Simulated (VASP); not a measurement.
# Al4B2Te3 (P6/mmm) in VASP: a series of runs

Runs on Al4B2Te3. Level: PBE. Tasks: relaxation of cell and atoms, single point.

Everything below comes from runs of VASP 6.6.1. Logs are shortened: lines on timing, memory, paths and dates and some standing lists are left out, and cuts for length are marked.

## (1) The cell of the first run

The structure is hexagonal, space group P6/mmm (No. 191). Conventional cell: a = 9.156 Å, b = 9.156 Å, c = 4.735 Å, α = 90.00°, β = 90.00°, γ = 120.00°. Al (site symmetry -6m2) has 2 Al at 2.37 Å and 3 Te at 2.64 Å within 3.1 Å. Al (site symmetry -6m2) has 2 Al at 2.37 Å within 3.1 Å. B (site symmetry 6/mmm) has 2 B at 2.37 Å within 3.1 Å. Within 3.1 Å of B (site symmetry 6/mmm) lie 2 B at 2.37 Å. Te (site symmetry mmm) has 2 Al at 2.64 Å within 3.5 Å.

## (2) Relaxation of cell and atoms, PBE

Input file INCAR:

```
PREC = Accurate
ENCUT = 600
EDIFF = 1E-6
ISMEAR = 0
SIGMA = 0.1
LREAL = F
LASPH = T
NELM = 100
ALGO = Normal
ISIF = 3
LWAVE = F
LCHARG = F
GGA = PE
IBRION = 2
NSW = 100
EDIFFG = -0.01
```

Input file KPOINTS:

```
regular mesh
0
Gamma
  6 6 8
```

Input file POSCAR:

```
Al4B2Te3
1.0
    9.1559901340      0.0000000000      0.0000000000
   -4.5779950670      7.9293200529      0.0000000000
    0.0000000000      0.0000000000      4.7350071664
Al B Te
4 2 3
Direct
    0.3333333333      0.6666666667      0.5000000000
    0.6666666667      0.3333333333      0.5000000000
    0.3333333333      0.6666666667      0.0000000000
    0.6666666667      0.3333333333      0.0000000000
    0.0000000000      0.0000000000      0.5000000000
    0.0000000000      0.0000000000      0.0000000000
    0.5000000000      0.0000000000      0.5000000000
    0.0000000000      0.5000000000      0.5000000000
    0.5000000000      0.5000000000      0.5000000000
```

Potentials or basis: VASP PAW PBE potentials, release 64 (Al, B, Te).

Launch:

```console
cat potpaw_PBE.64/Al/POTCAR potpaw_PBE.64/B/POTCAR potpaw_PBE.64/Te/POTCAR > POTCAR
mpirun -np 1 vasp_std > vasp.out
```

OUTCAR:

```text
PREC = Accurate
   ENCUT = 600
   EDIFF = 1E-6
   ISMEAR = 0
   LREAL = F
   LASPH = T
   NELM = 100
   ISIF = 3
   GGA = PE
   IBRION = 2
   NSW = 100
   EDIFFG = -0.01

 ion  position               nearest neighbor table
   1  0.333  0.667  0.500-   3 2.37   3 2.37   8 2.64   7 2.64   9 2.64
   2  0.667  0.333  0.500-   4 2.37   4 2.37   8 2.64   7 2.64   9 2.64
   3  0.333  0.667  0.000-   1 2.37   1 2.37
   4  0.667  0.333  0.000-   2 2.37   2 2.37
   5  0.000  0.000  0.500-
   6  0.000  0.000  0.000-
   7  0.500  0.000  0.500-   1 2.64   2 2.64
   8  0.000  0.500  0.500-   1 2.64   2 2.64
   9  0.500  0.500  0.500-   1 2.64   2 2.64

  LATTYP: Found a hexagonal cell.
 ALAT       =     9.1559901340
 C/A-ratio  =     0.5171485658

  Lattice vectors:

 A1 = (   9.1559901340,   0.0000000000,   0.0000000000)
 A2 = (  -4.5779950670,   7.9293200529,   0.0000000000)
 A3 = (   0.0000000000,   0.0000000000,   4.7350071664)

Analysis of symmetry for initial positions (statically):
=====================================================================
 Subroutine PRICEL returns:
 Original cell was already a primitive cell.

 Routine SETGRP: Setting up the symmetry group for a
 hexagonal supercell.

 Subroutine GETGRP returns: Found 24 space group operations
 (whereof 24 operations were pure point group operations)
 out of a pool of 24 trial point group operations.

The static configuration has the point symmetry D_6h.

Analysis of symmetry for dynamics (positions and initial velocities):
=====================================================================
 Subroutine PRICEL returns:
 Original cell was already a primitive cell.

 Routine SETGRP: Setting up the symmetry group for a
 hexagonal supercell.

 Subroutine GETGRP returns: Found 24 space group operations
 (whereof 24 operations were pure point group operations)
 out of a pool of 24 trial point group operations.

The dynamic configuration has the point symmetry D_6h.

 Subroutine INISYM returns: Found 24 space group operations
 (whereof 24 operations are pure point group operations),
 and found     1 'primitive' translations

----------------------------------------------------------------------------------------

                                     Primitive cell

  volume of cell :     343.7652

  direct lattice vectors                    reciprocal lattice vectors
[... 103 lines left out ...]
   EDIFFG = -.1E-01   stopping-criterion for IOM
   NSW    =    100    number of steps for IOM
   IBRION =      2    ionic relax: 0-MD 1-quasi-New 2-CG
   NFREE  =      1    steps in history (QN), initial steepest desc. (CG)
   ISIF   =      3    stress and relaxation
   ISYM   =      2    0-nonsym 1-usesym 2-fastsym
   POTIM  = 0.5000    time-step for ionic-motion
   TEBEG  =    0.0;   TEEND  =   0.0 temperature during run
   PSTRESS=    0.0 pullay stress
   NELECT =      36.0000    total number of electrons
   NUPDOWN=      -1.0000    fix difference up-down
   EMIN   =  10.00;   EMAX   =-10.00  energy-range for DOS
   EFERMI =   0.00;   METHOD = LEGACY
   ISMEAR =     0;   SIGMA  =   0.10  broadening in eV -4-tet -1-fermi 0-gaus
   EFERMI_NEDOS =   21; number of points for ismear=-14 and -15
   IALGO  =     38    algorithm
   IMIX   =      4    mixing-type and parameters
     AMIX     =   0.40;   BMIX     =  1.00
     AMIX_MAG =   1.60;   BMIX_MAG =  1.00
  volume/ion in A,a.u.               =      38.20       257.76
  Fermi-wavevector in a.u.,A,eV,Ry     =   0.771652  1.458212  8.101554  0.595447
  Thomas-Fermi vector in A             =   1.873116
   LORBIT       =      0    0 simple, 1 ext, 2 COOP (PROOUT), +10 PAW based schemes
   GGA     = PE    functional components
   LHFCALC =     F    Hartree Fock is set to
   AEXX    =    0.0000 exact exchange contribution
   IVDW    =     0    specifies the selected vdW correction
   LEPSILON=     F    determine dielectric tensor
   LRPA    =     F    only Hartree local field effects (RPA)
 conjugate gradient relaxation of ions
 non-spin polarized calculation
 Gauss-broadening in eV      SIGMA  =   0.10
  energy-cutoff  :      600.00
  volume of cell :      343.77
 maximum number of plane-waves:     11509
 NGX is ok and might be reduce to    80
   NGX = 37   NGY = 37   NGZ = 19

--------------------------------------- Ionic step        1  -------------------------------------------

 number of electron      35.9999999 magnetization

 Free energy of the ion-electron system (eV)
  ---------------------------------------------------
  ext. energy  EPLUGINS =         0.00000000
  ---------------------------------------------------
  free energy    TOTEN  =       -25.61513567 eV

  energy without entropy =      -25.58387155  energy(sigma->0) =      -25.59950361

------------------------ aborting loop because EDIFF is reached ----------------------------------------

  FORCE on cell =-STRESS in cart. coord.  units (eV):
  Direction    XX          YY          ZZ          XY          YZ          ZX
  --------------------------------------------------------------------------------------
  -------------------------------------------------------------------------------------
  Total        0.2917535      0.2917535      3.4349514      0.0000000      0.0000000      0.0000000
  in kB        1.3597680      1.3597680     16.0091869      0.0000000      0.0000000      0.0000000
  external PRESSURE =       6.2429076 kB  Pullay stress =       0.0000000 kB
[... 73 lines left out ...]
--------------------------------------- Ionic step        3  -------------------------------------------

 number of electron      36.0000001 magnetization

 Free energy of the ion-electron system (eV)
  ---------------------------------------------------
  ext. energy  EPLUGINS =         0.00000000
  ---------------------------------------------------
  free energy    TOTEN  =       -25.64411891 eV

  energy without entropy =      -25.61121095  energy(sigma->0) =      -25.62766493

 E-fermi :   1.3163     XC(G=0):  -6.8851

 val. band max:        1.3124538359   @ k =   0.3333   0.1667   0.1250
 cond. band min:       1.3196944953   @ k =   0.0000   0.0000   0.3750
 fundamental gap:      0.0072406593
 Fermi energy:         1.3163250269

 k-point     1 :       0.0000    0.0000    0.0000
  band No.  band energies     occupation
      1     -10.0465      2.00000
      2      -9.3291      2.00000
      3      -9.3291      2.00000
      4      -6.5752      2.00000
      5      -5.4698      2.00000
      6      -3.7865      2.00000
[... 613 lines left out ...]
     22       2.8361      0.00000
     23       2.9395      0.00000

 [... further k-points ...]
[... 5 lines left out ...]
  --------------------------------------------------------------------------------------
  -------------------------------------------------------------------------------------
  Total       -0.0785682     -0.0785682      0.0041490     -0.0000000     -0.0000000     -0.0000000
  in kB       -0.3589625     -0.3589625      0.0189558     -0.0000000     -0.0000000     -0.0000000
  external PRESSURE =      -0.2329897 kB  Pullay stress =       0.0000000 kB
[... 24 lines left out ...]
  FREE ENERGIE OF THE ION-ELECTRON SYSTEM (eV)
  ---------------------------------------------------
  free  energy   TOTEN  =       -25.6441189114 eV

  energy  without entropy=      -25.6112109454  energy(sigma->0) =      -25.62766493

 reached required accuracy - stopping structural energy minimisation
```

OSZICAR:

```text
N       E                     dE             d eps       ncg     rms          rms(c)
DAV:   1     0.143705049117E+03    0.14371E+03   -0.13184E+04  1610   0.134E+03
DAV:   2    -0.113580043922E+02   -0.15506E+03   -0.15056E+03  2145   0.168E+02
DAV:   3    -0.259322463935E+02   -0.14574E+02   -0.14414E+02  2107   0.511E+01
DAV:   4    -0.265246274139E+02   -0.59238E+00   -0.58914E+00  2378   0.116E+01
[... 25 lines left out ...]
DAV:   1    -0.256444467144E+02   -0.47588E-03   -0.87194E-03  1673   0.382E-01    0.702E-02
DAV:   2    -0.256441727935E+02    0.27392E-03   -0.77255E-04  1920   0.117E-01    0.485E-02
DAV:   3    -0.256441302677E+02    0.42526E-04   -0.18256E-04  1967   0.463E-02    0.174E-02
DAV:   4    -0.256441196963E+02    0.10571E-04   -0.30182E-05  1943   0.205E-02    0.140E-02
DAV:   5    -0.256441189114E+02    0.78489E-06   -0.16908E-06  1226   0.705E-03
   3 F= -.25644119E+02 E0= -.25627665E+02  d E =-.289832E-01
```

CONTCAR:

```text
Al4B2Te3
   1.00000000000000
     9.1693229552311362    0.0000000000000000    0.0000000000000000
    -4.5846614776155681    7.9408666147905267   -0.0000000000000000
     0.0000000000000000    0.0000000000000000    4.8161858192339695
  Al              B               Te
     4     2     3
Direct
     0.3333333332999970    0.6666666667000030    0.5000000000000000
     0.6666666667000030    0.3333333332999970    0.5000000000000000
     0.3333333332999970    0.6666666667000030    0.0000000000000000
     0.6666666667000030    0.3333333332999970    0.0000000000000000
     0.0000000000000000    0.0000000000000000    0.5000000000000000
     0.0000000000000000    0.0000000000000000    0.0000000000000000
     0.5000000000000000    0.0000000000000000    0.5000000000000000
     0.0000000000000000    0.5000000000000000    0.5000000000000000
     0.5000000000000000    0.5000000000000000    0.5000000000000000

  0.00000000E+00  0.00000000E+00  0.00000000E+00
  0.00000000E+00  0.00000000E+00  0.00000000E+00
  0.00000000E+00  0.00000000E+00  0.00000000E+00
  0.00000000E+00  0.00000000E+00  0.00000000E+00
  0.00000000E+00  0.00000000E+00  0.00000000E+00
  0.00000000E+00  0.00000000E+00  0.00000000E+00
  0.00000000E+00  0.00000000E+00  0.00000000E+00
  0.00000000E+00  0.00000000E+00  0.00000000E+00
  0.00000000E+00  0.00000000E+00  0.00000000E+00
```

Wall time 25 min (1 thread of AMD EPYC 7R43 (Zen 3), shared host); peak memory 0.74 GiB.

Results:

```yaml
Free_energy: -25.6441 eV
Relaxed_volume: 38.96 Å³/atom
Relaxed_cell: a = 9.169 Å, b = 9.169 Å, c = 4.816 Å, α = 90.00°, β = 90.00°, γ = 120.00°
Space_group_after_relaxing_to_0.05_Å: P6/mmm (No. 191)
Energy_gained_by_relaxing: 3.2 meV/atom
Ionic_steps: 3
Pressure_after_relaxing: 0.0 GPa
Band_gap_on_the_k_mesh: zero (band 18 reaches 2.05 eV, above the bottom of band 19 at 1.09 eV)
```

Step by step:
```csv
step,energy change (eV),largest force (eV/Å),pressure (GPa),volume (Å³)
1,0.0000,0.0000,0.62,343.77
2,-0.0288,0.0000,-0.06,351.19
3,-0.0290,0.0000,-0.02,350.68
```

Final structure:
```xyz
9
Lattice="9.1693 0.0000 0.0000 -4.5847 7.9409 0.0000 0.0000 0.0000 4.8162" Properties=species:S:1:pos:R:3 pbc="T T T"
Al    0.0000    5.2939    2.4081
Al    4.5847    2.6470    2.4081
Al    0.0000    5.2939    0.0000
Al    4.5847    2.6470    0.0000
B     0.0000    0.0000    2.4081
B     0.0000    0.0000    0.0000
Te    4.5847    0.0000    2.4081
Te   -2.2923    3.9704    2.4081
Te    2.2923    3.9704    2.4081
```

Caveat: spin-orbit coupling is left out, which moves the levels of the heavy elements.

(Part 1 of 2 ends here.)
